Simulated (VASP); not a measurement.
# TiAl3 (Pm) in VASP: notebook, part 2 of 3

VASP 6.6.1. The steps go on from the part before.

## Step 3: Single point, PBEsol (atom 1 (Ti) moved +0.394 Å along Cartesian [1 0 0])

The input, INCAR:

```
SYSTEM = TiAl3
ALGO = Fast ; EDIFF = 1E-6
ENCUT = 520 ; GGA = PS
ISIF = 2 ; ISMEAR = 0
LASPH = .TRUE. ; LCHARG = .FALSE.
LREAL = .FALSE. ; LWAVE = .FALSE.
NBANDS = 18 ; NELM = 80
PREC = Accurate ; SIGMA = 0.15
```

The input, KPOINTS:

```
k-points
0
G
  18 10 10
  0 0 0
```

The input, POSCAR:

```
TiAl3
1.0
    2.7813912058      0.0000000000      0.0000000000
    0.0000000000      4.6710700323      0.0000000000
    0.0000000000      0.0000000000      4.8934030395
Ti Al
1 3
Direct
    0.1415838229      0.5000000000      0.1631682049
    0.5000000000      0.5000000000      0.6640465240
    0.5000000000      0.0000000000      0.3331101826
    0.0000000000      0.0000000000      0.8396740885
```

Potentials or basis: VASP PAW PBE potentials, release 64 (Ti_sv, Al).

Run with:

```sh
cat potpaw_PBE.64/Ti_sv/POTCAR potpaw_PBE.64/Al/POTCAR > POTCAR
mpirun -np 1 vasp_std > vasp.out
```

OUTCAR:

```text
SYSTEM = TiAl3
   EDIFF = 1E-6
   ENCUT = 520
   GGA = PS
   ISIF = 2
   ISMEAR = 0
   LASPH = .TRUE.
   LREAL = .FALSE.
   NELM = 80
   PREC = Accurate

 ion  position               nearest neighbor table
   1  0.142  0.500  0.163-   2 2.64   2 2.65   3 2.67   3 2.67   4 2.85   4 2.85   2 3.02   2 3.03
                             3 3.05   3 3.05
   2  0.500  0.500  0.664-   1 2.64   1 2.65   3 2.84   3 2.84   4 2.85   4 2.85   4 2.85   4 2.85
                             1 3.02   1 3.03
   3  0.500  0.000  0.333-   1 2.67   1 2.67   4 2.79   4 2.79   2 2.84   2 2.84   4 2.84   4 2.84
                             1 3.05   1 3.05
   4  0.000  0.000  0.840-   3 2.79   3 2.79   3 2.84   3 2.84   1 2.85   1 2.85   2 2.85   2 2.85
                             2 2.85   2 2.85

  LATTYP: Found a simple orthorhombic cell.
 ALAT       =     2.7813912058
 B/A-ratio  =     1.6794005901
 C/A-ratio  =     1.7593364893

  Lattice vectors:

 A1 = (   2.7813912058,   0.0000000000,   0.0000000000)
 A2 = (   0.0000000000,   4.6710700323,   0.0000000000)
 A3 = (   0.0000000000,   0.0000000000,   4.8934030395)

Analysis of symmetry for initial positions (statically):
=====================================================================
 Subroutine PRICEL returns:
 Original cell was already a primitive cell.

 Routine SETGRP: Setting up the symmetry group for a
 simple orthorhombic supercell.

 Subroutine GETGRP returns: Found  2 space group operations
 (whereof  2 operations were pure point group operations)
 out of a pool of  8 trial point group operations.

The static configuration has the point symmetry C_1h.

Analysis of symmetry for dynamics (positions and initial velocities):
=====================================================================
 Subroutine PRICEL returns:
 Original cell was already a primitive cell.

[... 129 lines left out ...]
   IMIX   =      4    mixing-type and parameters
     AMIX     =   0.40;   BMIX     =  1.00
     AMIX_MAG =   1.60;   BMIX_MAG =  1.00
  volume/ion in A,a.u.               =      15.89       107.26
  Fermi-wavevector in a.u.,A,eV,Ry     =   1.131666  2.138538 17.424533  1.280667
  Thomas-Fermi vector in A             =   2.268365
   LORBIT       =      0    0 simple, 1 ext, 2 COOP (PROOUT), +10 PAW based schemes
   GGA     = PS    functional components
   LHFCALC =     F    Hartree Fock is set to
   AEXX    =    0.0000 exact exchange contribution
   IVDW    =     0    specifies the selected vdW correction
   LEPSILON=     F    determine dielectric tensor
   LRPA    =     F    only Hartree local field effects (RPA)
 non-spin polarized calculation
 RMM-DIIS sequential band-by-band and
 Gauss-broadening in eV      SIGMA  =   0.15
  energy-cutoff  :      520.00
  volume of cell :       63.58
 maximum number of plane-waves:      1736
 NGX is ok and might be reduce to    24
   NGX = 11   NGY = 17   NGZ = 19

 number of electron      21.0000001 magnetization

 Free energy of the ion-electron system (eV)
  ---------------------------------------------------
  ext. energy  EPLUGINS =         0.00000000
  ---------------------------------------------------
  free energy    TOTEN  =       -21.25875153 eV

  energy without entropy =      -21.22878632  energy(sigma->0) =      -21.24376892

 E-fermi :   8.2058     XC(G=0): -10.8045

 val. band max:        8.2038231184   @ k =   0.2222   0.3000   0.2000
 cond. band min:       8.2059064124   @ k =   0.1111   0.4000   0.5000
 fundamental gap:      0.0020832940
 Fermi energy:         8.2058368548

 k-point     1 :       0.0000    0.0000    0.0000
  band No.  band energies     occupation
      1     -47.9361      2.00000
      2     -24.3760      2.00000
      3     -24.3721      2.00000
      4     -23.9653      2.00000
      5      -2.0315      2.00000
      6       3.0091      2.00000
[... 481 lines left out ...]
      5      -1.2323      2.00000
      6       2.6386      2.00000
[... 10 lines left out ...]
     17      12.5428      0.00000
     18      15.0394      0.00000

 [... further k-points ...]

------------------------ aborting loop because EDIFF is reached ----------------------------------------

  FORCE on cell =-STRESS in cart. coord.  units (eV):
  Direction    XX          YY          ZZ          XY          YZ          ZX
  --------------------------------------------------------------------------------------
  -------------------------------------------------------------------------------------
  Total       -0.2031763      0.7430494      1.4318500      0.0000000      0.0000000      0.8819690
  in kB       -5.1202856     18.7257327     36.0843315      0.0000000      0.0000000     22.2266739
  external PRESSURE =      16.5632595 kB  Pullay stress =       0.0000000 kB

 VOLUME and BASIS-vectors are now :
 -----------------------------------------------------------------------------
  energy-cutoff  :      520.00
  volume of cell :       63.58
      direct lattice vectors                 reciprocal lattice vectors
     2.781391206  0.000000000  0.000000000     0.359532308  0.000000000  0.000000000
     0.000000000  4.671070032  0.000000000     0.000000000  0.214083710  0.000000000
     0.000000000  0.000000000  4.893403039     0.000000000  0.000000000  0.204356762

 POSITION                                       TOTAL-FORCE (eV/Angst)
 -----------------------------------------------------------------------------------
      0.39380      2.33554      0.79845        -1.671930      0.000000     -0.342693
      1.39070      2.33554      3.24945         0.956643      0.000000     -0.079043
      1.39070      0.00000      1.63004         0.844348      0.000000      0.212781
      0.00000      0.00000      4.10886        -0.129061      0.000000      0.208955
 -----------------------------------------------------------------------------------
    total drift:                               -0.000603      0.000000      0.000172

  FREE ENERGIE OF THE ION-ELECTRON SYSTEM (eV)
  ---------------------------------------------------
  free  energy   TOTEN  =       -21.2587515278 eV

  energy  without entropy=      -21.2287863217  energy(sigma->0) =      -21.24376892
```

OSZICAR:

```text
N       E                     dE             d eps       ncg     rms          rms(c)
DAV:   1     0.131485809368E+03    0.13149E+03   -0.95264E+03 19872   0.109E+03
DAV:   2    -0.966032120773E+01   -0.14115E+03   -0.13781E+03 20150   0.296E+02
DAV:   3    -0.222390465037E+02   -0.12579E+02   -0.12374E+02 34790   0.733E+01
[... 18 lines left out ...]
RMM:  22    -0.212587467993E+02   -0.24702E-05   -0.31071E-05 28857   0.254E-02    0.907E-03
RMM:  23    -0.212587488286E+02   -0.20293E-05   -0.22082E-05 25831   0.206E-02    0.524E-03
RMM:  24    -0.212587500832E+02   -0.12547E-05   -0.13671E-05 24691   0.162E-02    0.477E-03
RMM:  25    -0.212587509808E+02   -0.89758E-06   -0.10023E-05 23338   0.131E-02    0.524E-03
RMM:  26    -0.212587515278E+02   -0.54694E-06   -0.64063E-06 21322   0.109E-02
   1 F= -.21258752E+02 E0= -.21243769E+02  d E =-.299652E-01
```

stdout:

```text
POSCAR found type information on POSCAR TiAl
 POSCAR found :  2 types and       4 ions
 scaLAPACK will be used
 -----------------------------------------------------------------------------
|                                                                             |
|                                                                             |
|     You enforced a specific xc type in the INCAR file but a different       |
|     I HOPE YOU KNOW WHAT YOU ARE DOING!                                     |
|                                                                             |
 -----------------------------------------------------------------------------

 LDA part: xc-table for (Slater+PW92), standard interpolation
 POSCAR, INCAR and KPOINTS ok, starting setup
 FFT: planning ... GRIDC
 FFT: planning ... GRID_SOFT
 FFT: planning ... GRID
 WAVECAR not read
 entering main loop
WARNING in EDDRMM: call to ZHEGV failed, returncode =   8  4     18
WARNING in EDDRMM: call to ZHEGV failed, returncode =   8  4     10
WARNING in EDDRMM: call to ZHEGV failed, returncode =   6  3     12
WARNING in EDDRMM: call to ZHEGV failed, returncode =   6  3     14
WARNING in EDDRMM: call to ZHEGV failed, returncode =   6  3     15
WARNING in EDDRMM: call to ZHEGV failed, returncode =   8  4      6
WARNING in EDDRMM: call to ZHEGV failed, returncode =   6  3      6
WARNING in EDDRMM: call to ZHEGV failed, returncode =   8  4     17
WARNING in EDDRMM: call to ZHEGV failed, returncode =   6  3     16
WARNING in EDDRMM: call to ZHEGV failed, returncode =   6  3      6
WARNING in EDDRMM: call to ZHEGV failed, returncode =   6  3     17
```

Wall time 13 min (1 thread of Intel Xeon Platinum 8488C (Sapphire Rapids), shared host); peak memory 0.65 GiB.

Results:

```yaml
Free_energy: -21.2588 eV
Pressure: 1.7 GPa
Largest_force: 1.707 eV/Å
```

Forces on the atoms (eV/Å):
```
Ti  -1.672  0.000 -0.343
Al   0.957  0.000 -0.079
Al   0.844  0.000  0.213
Al  -0.129  0.000  0.209
```

Stress tensor (GPa, compression positive):
```
-0.51  0.00  2.22
 0.00  1.87  0.00
 2.22  0.00  3.61
```

Caveat: the cell differs from its parent crystal (atom 1 (Ti) moved +0.394 Å along Cartesian [1 0 0]); the PAW data sets were made with another functional, which shifts forces and pressure a little.

## Step 4: Single point, PBEsol (atom 1 (Ti) moved +0.281 Å along Cartesian [1 0 0])

The input, INCAR:

```
ALGO     = Fast           # electronic algorithm
EDIFF    = 1E-6           # SCF threshold, eV
ENCUT    = 520            # plane-wave cutoff, eV
GGA      = PS             # functional
ISIF     = 2              # what is computed and relaxed
ISMEAR   = 0              # smearing method
LASPH    = T              # aspherical terms in the spheres
LCHARG   = F              # write CHGCAR
LREAL    = F              # projectors in reciprocal space
LWAVE    = F              # write WAVECAR
NBANDS   = 18             # bands
NELM     = 80             # most SCF steps
PREC     = Accurate       # precision mode
SIGMA    = 0.15           # smearing width, eV
```

The input, KPOINTS:

```
k-points
0
Gamma
  18 10 10
```

Edit POSCAR of step 3 so:

```diff
@@ -8,3 +8,3 @@
 Direct
-    0.1415838229      0.5000000000      0.1631682049
+    0.1011364383      0.5000000000      0.1631682049
     0.5000000000      0.5000000000      0.6640465240
```

Potentials or basis: VASP PAW PBE potentials, release 64 (Ti_sv, Al).

Run with:

```sh
cat potpaw_PBE.64/Ti_sv/POTCAR potpaw_PBE.64/Al/POTCAR > POTCAR
mpirun -np 1 vasp_std > vasp.out
```

OUTCAR:

```text
EDIFF = 1E-6
   ENCUT = 520
   GGA = PS
   ISIF = 2
   ISMEAR = 0
   LASPH = T
   LREAL = F
   NELM = 80
   PREC = Accurate

 ion  position               nearest neighbor table
   1  0.101  0.500  0.163-   2 2.68   2 2.69   3 2.72   3 2.72   4 2.84   4 2.84   2 2.96   2 2.97
                             3 2.99   3 2.99
   2  0.500  0.500  0.664-   1 2.68   1 2.69   3 2.84   3 2.84   4 2.85   4 2.85   4 2.85   4 2.85
                             1 2.96   1 2.97
   3  0.500  0.000  0.333-   1 2.72   1 2.72   4 2.79   4 2.79   2 2.84   2 2.84   4 2.84   4 2.84
                             1 2.99   1 2.99
   4  0.000  0.000  0.840-   3 2.79   3 2.79   1 2.84   1 2.84   3 2.84   3 2.84   2 2.85   2 2.85
                             2 2.85   2 2.85

  LATTYP: Found a simple orthorhombic cell.
 ALAT       =     2.7813912058
 B/A-ratio  =     1.6794005901
 C/A-ratio  =     1.7593364893

  Lattice vectors:

 A1 = (   2.7813912058,   0.0000000000,   0.0000000000)
 A2 = (   0.0000000000,   4.6710700323,   0.0000000000)
 A3 = (   0.0000000000,   0.0000000000,   4.8934030395)

Analysis of symmetry for initial positions (statically):
=====================================================================
 Subroutine PRICEL returns:
 Original cell was already a primitive cell.

 Routine SETGRP: Setting up the symmetry group for a
 simple orthorhombic supercell.

 Subroutine GETGRP returns: Found  2 space group operations
 (whereof  2 operations were pure point group operations)
 out of a pool of  8 trial point group operations.

The static configuration has the point symmetry C_1h.

Analysis of symmetry for dynamics (positions and initial velocities):
=====================================================================
 Subroutine PRICEL returns:
 Original cell was already a primitive cell.

 Routine SETGRP: Setting up the symmetry group for a
 simple orthorhombic supercell.

[... 127 lines left out ...]
     AMIX     =   0.40;   BMIX     =  1.00
     AMIX_MAG =   1.60;   BMIX_MAG =  1.00
  volume/ion in A,a.u.               =      15.89       107.26
  Fermi-wavevector in a.u.,A,eV,Ry     =   1.131666  2.138538 17.424533  1.280667
  Thomas-Fermi vector in A             =   2.268365
   LORBIT       =      0    0 simple, 1 ext, 2 COOP (PROOUT), +10 PAW based schemes
   GGA     = PS    functional components
   LHFCALC =     F    Hartree Fock is set to
   AEXX    =    0.0000 exact exchange contribution
   IVDW    =     0    specifies the selected vdW correction
   LEPSILON=     F    determine dielectric tensor
   LRPA    =     F    only Hartree local field effects (RPA)
 non-spin polarized calculation
 RMM-DIIS sequential band-by-band and
 Gauss-broadening in eV      SIGMA  =   0.15
  energy-cutoff  :      520.00
  volume of cell :       63.58
 maximum number of plane-waves:      1736
 NGX is ok and might be reduce to    24
   NGX = 11   NGY = 17   NGZ = 19

 number of electron      21.0000000 magnetization

 Free energy of the ion-electron system (eV)
  ---------------------------------------------------
  ext. energy  EPLUGINS =         0.00000000
  ---------------------------------------------------
  free energy    TOTEN  =       -21.42453293 eV

  energy without entropy =      -21.39469224  energy(sigma->0) =      -21.40961258

 E-fermi :   8.2129     XC(G=0): -10.8072

 val. band max:        8.2128341581   @ k =   0.1111   0.5000   0.2000
 cond. band min:       8.2144451093   @ k =   0.4444  -0.1000  -0.4000
 fundamental gap:      0.0016109512
 Fermi energy:         8.2129102756

 k-point     1 :       0.0000    0.0000    0.0000
  band No.  band energies     occupation
      1     -47.9548      2.00000
      2     -24.3910      2.00000
      3     -24.3887      2.00000
      4     -23.9783      2.00000
      5      -2.0298      2.00000
      6       3.0161      2.00000
[... 481 lines left out ...]
      5      -1.2301      2.00000
      6       2.6408      2.00000
[... 10 lines left out ...]
     17      12.5332      0.00000
     18      15.0160      0.00000

 [... further k-points ...]

------------------------ aborting loop because EDIFF is reached ----------------------------------------

  FORCE on cell =-STRESS in cart. coord.  units (eV):
  Direction    XX          YY          ZZ          XY          YZ          ZX
  --------------------------------------------------------------------------------------
  -------------------------------------------------------------------------------------
  Total       -0.0962202      0.3989807      0.7819485      0.0000000      0.0000000      0.6646061
  in kB       -2.4248650     10.0547895     19.7060359      0.0000000      0.0000000     16.7488685
  external PRESSURE =       9.1119868 kB  Pullay stress =       0.0000000 kB

 VOLUME and BASIS-vectors are now :
 -----------------------------------------------------------------------------
  energy-cutoff  :      520.00
  volume of cell :       63.58
      direct lattice vectors                 reciprocal lattice vectors
     2.781391206  0.000000000  0.000000000     0.359532308  0.000000000  0.000000000
     0.000000000  4.671070032  0.000000000     0.000000000  0.214083710  0.000000000
     0.000000000  0.000000000  4.893403039     0.000000000  0.000000000  0.204356762

 POSITION                                       TOTAL-FORCE (eV/Angst)
 -----------------------------------------------------------------------------------
      0.28130      2.33554      0.79845        -1.262726      0.000000     -0.181279
      1.39070      2.33554      3.24945         0.725074      0.000000     -0.042637
      1.39070      0.00000      1.63004         0.635168      0.000000      0.114311
      0.00000      0.00000      4.10886        -0.097516      0.000000      0.109605
 -----------------------------------------------------------------------------------
    total drift:                               -0.000382      0.000000      0.000056

  FREE ENERGIE OF THE ION-ELECTRON SYSTEM (eV)
  ---------------------------------------------------
  free  energy   TOTEN  =       -21.4245329296 eV

  energy  without entropy=      -21.3946922355  energy(sigma->0) =      -21.40961258
```

Wall time 12 min (1 thread of Intel Xeon Platinum 8488C (Sapphire Rapids), shared host); peak memory 0.65 GiB.

What came out:

* Free energy: -21.4245 eV
* Pressure: 0.9 GPa
* Largest force: 1.276 eV/Å

Forces in eV/Å, atoms in the order of the input:
```
Ti  -1.263  0.000 -0.181
Al   0.725  0.000 -0.043
Al   0.635  0.000  0.114
Al  -0.098  0.000  0.110
```

Stress tensor (GPa, compression positive):
```
-0.24  0.00  1.67
 0.00  1.01  0.00
 1.67  0.00  1.97
```

Caveat: the cell differs from its parent crystal (atom 1 (Ti) moved +0.281 Å along Cartesian [1 0 0]); the PAW data sets were made with another functional, which shifts forces and pressure a little.

## Step 5: Single point, PBEsol (atom 1 (Ti) moved -0.450 Å along Cartesian [1 0 0])

The input, INCAR:

```
SYSTEM = TiAl3
ALGO     = Fast           ! electronic algorithm
EDIFF    = 1E-6           ! SCF threshold, eV
ENCUT    = 520            ! plane-wave cutoff, eV
GGA      = PS             ! functional
ISIF     = 2              ! what is computed and relaxed
ISMEAR   = 0              ! smearing method
LASPH    = .True.         ! aspherical terms in the spheres
LCHARG   = .True.         ! write CHGCAR
LELF     = .True.         ! ELF
LREAL    = .False.        ! projectors in reciprocal space
LVHAR    = .True.       
LWAVE    = .False.        ! write WAVECAR
NBANDS   = 18             ! bands
NELM     = 80             ! most SCF steps
PREC     = Accurate       ! precision mode
SIGMA    = 0.15           ! smearing width, eV
```

The input, KPOINTS:

```
k-points
0
Gamma
  18 10 10
  0 0 0
```

Edit POSCAR of step 4 so:

```diff
@@ -8,3 +8,3 @@
 Direct
-    0.1011364383      0.5000000000      0.1631682049
+   -0.1617895387      0.5000000000      0.1631682049
     0.5000000000      0.5000000000      0.6640465240
```

Run with:

```sh
cat potpaw_PBE.64/Ti_sv/POTCAR potpaw_PBE.64/Al/POTCAR > POTCAR
mpirun -np 1 vasp_std > vasp.out
```

It took 9.6 min on 1 thread of Intel Xeon 6975P-C (Granite Rapids), shared host; peak memory 0.64 GiB.

It converged, with:

```yaml
Free_energy: -21.1599 eV
Pressure: 2.1 GPa
Largest_force: 1.893 eV/Å
```

Forces in eV/Å, atoms in the order of the input:
```
Ti   1.842  0.000 -0.438
Al  -1.052  0.000 -0.100
Al  -0.933  0.000  0.271
Al   0.143  0.000  0.267
```

Stress tensor (GPa, compression positive):
```
-0.69  0.00 -2.46
 0.00  2.39  0.00
-2.46  0.00  4.59
```

Levels at points of the mesh, in eV from the Fermi level:
```csv
k point,band 8,band 9,band 10,band 11,band 12,band 13,band 14,band 15
"(0.00, 0.00, 0.00)",-3.56,-2.65,-0.89,-0.42,2.37,2.56,2.87,2.89
"(0.50, 0.00, 0.00)",-1.87,-1.64,0.19,0.71,0.81,1.14,1.48,2.44
"(0.00, 0.50, 0.00)",-3.23,-1.97,-1.55,-0.23,2.42,2.63,2.80,2.98
"(0.50, 0.50, 0.00)",-3.14,-1.56,-0.49,-0.22,0.74,1.16,1.61,3.17
"(0.00, 0.00, 0.50)",-2.32,-2.12,-1.10,-0.40,2.32,2.42,2.68,3.24
"(0.50, 0.00, 0.50)",-3.31,-1.26,-0.22,0.01,0.38,1.45,2.05,3.56
"(0.00, 0.50, 0.50)",-4.80,-0.30,-0.13,0.71,2.49,2.53,3.60,4.92
"(0.50, 0.50, 0.50)",-3.08,-2.68,-2.58,-0.82,0.00,0.95,2.10,2.35
```

Caveat: the cell differs from its parent crystal (atom 1 (Ti) moved -0.450 Å along Cartesian [1 0 0]); the PAW data sets were made with another functional, which shifts forces and pressure a little.

[end of part 2 of 3]
